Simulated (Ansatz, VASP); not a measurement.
# Two plane-wave programs on LiWO2

```
Li W O
1.0
     2.77097    0.00000    0.00000
    -1.38549    2.39973    0.00000
     0.00000    0.00000    5.58478
Li W O
1 1 2
Direct
  0.00000 0.00000 0.50000
  0.00000 0.00000 0.00000
  0.33333 0.66667 0.25786
  0.66667 0.33333 0.74214
```

Alike in both runs: functional PBE; k mesh 21 × 21 × 8; occupations fermi-dirac, width 0.15 eV; no spin polarisation.

Ansatz relaxed the structure, and its values are those at the end. VASP's run is a single point on that final structure, the one shown.

|  | VASP | Ansatz |
| --- | --- | --- |
| version | VASP 6.6.1 | Ansatz 0.2.0 |
| potentials or method | VASP PAW PBE potentials, release 64 (Li_sv, W_sv, O), cutoff 520 eV | scalar-relativistic, plane waves, PAW |
| valence electrons in the cell | 29 | 29 |

Ansatz gave:

* gap on the k mesh at the Fermi level (eV): none
* rms of the force components (eV/Å): 0.000

**Question.** Which values does VASP return?

**Answer.** gap on the k mesh at the Fermi level (eV): none; rms of the force components (eV/Å): 0.052.

A gap of «none» marks a metal or a gap that the smearing closes.

Neither program's run includes spin-orbit coupling. Noted on VASP's run: the cutoff is under 1.25 times that of the potentials, so the pressure is a little rough.
